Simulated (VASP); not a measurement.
Input of a VASP 6.6.1 run:

Contents of POSCAR:

```
Al3Ni
1.0
    6.4664509375      0.0000000000      0.0000000000
    0.0000000000      7.1631737839      0.0000000000
    0.0000000000      0.0000000000      4.6486796375
Al Ni
12 4
Direct
    0.0118785747      0.2500000000      0.9148645922
    0.1720994636      0.4428284475      0.3694353040
    0.1720994636      0.0571715525      0.3694353040
    0.3279005364      0.5571715525      0.8694353040
    0.6720994636      0.4428284475      0.1305646960
    0.8279005364      0.9428284475      0.6305646960
    0.6720994636      0.0571715525      0.1305646960
    0.8279005364      0.5571715525      0.6305646960
    0.3279005364      0.9428284475      0.8694353040
    0.5118785747      0.2500000000      0.5851354078
    0.9881214253      0.7500000000      0.0851354078
    0.4881214253      0.7500000000      0.4148645922
    0.8713310747      0.2500000000      0.4425154496
    0.3713310747      0.2500000000      0.0574845504
    0.1286689253      0.7500000000      0.5574845504
    0.6286689253      0.7500000000      0.9425154496
```

The input INCAR.step1:

```
SYSTEM = Al3Ni
PREC = Accurate ; ENCUT = 520
ISMEAR = 0 ; SIGMA = 0.1
LREAL = Auto ; LASPH = .TRUE.
NELM = 80 ; NBANDS = 52
GGA = PE ; ALGO = Normal
EDIFF = 1E-4 ; LWAVE = .TRUE.
LCHARG = .FALSE.
```

Contents of INCAR.step2:

```
SYSTEM = Al3Ni
PREC = Accurate ; ENCUT = 520
EDIFF = 1E-7 ; ISMEAR = 0
SIGMA = 0.1 ; LREAL = Auto
LASPH = .TRUE. ; NELM = 80
ALGO = Normal ; ISIF = 2
LWAVE = .FALSE. ; LCHARG = .FALSE.
METAGGA = R2SCAN ; LMIXTAU = .TRUE.
NBANDS = 52 ; ISTART = 1
```

Contents of KPOINTS:

```
Automatic mesh
0
G
  6 6 8
  0 0 0
```

Potentials or basis: VASP PAW PBE potentials, release 64 (Al, Ni).

Command:

```sh
$ cat potpaw_PBE.64/Al/POTCAR potpaw_PBE.64/Ni/POTCAR > POTCAR
$ cp INCAR.step1 INCAR
$ mpirun -np 1 vasp_std > vasp.out
$ cp INCAR.step2 INCAR
$ mpirun -np 1 vasp_std > vasp.out
```

**Question.** Predict the pressure.

**Answer.** 8.5 GPa.

**Question.** What does it give for the largest force?

**Answer.** 0.009 eV/Å.

**Question.** Predict the band gap on the k mesh.

**Answer.** Zero (bands 38 and 39 overlap by 2.03 eV).

Stress tensor (GPa, compression positive):
```
8.42 0.00 0.00
0.00 8.50 0.00
0.00 0.00 8.51
```

Caveat: the cell stands under pressure; the PAW data sets were made with another functional, which shifts forces and pressure a little. Spin polarisation is off, so any magnetic state and its effect on volume and gap are missing.
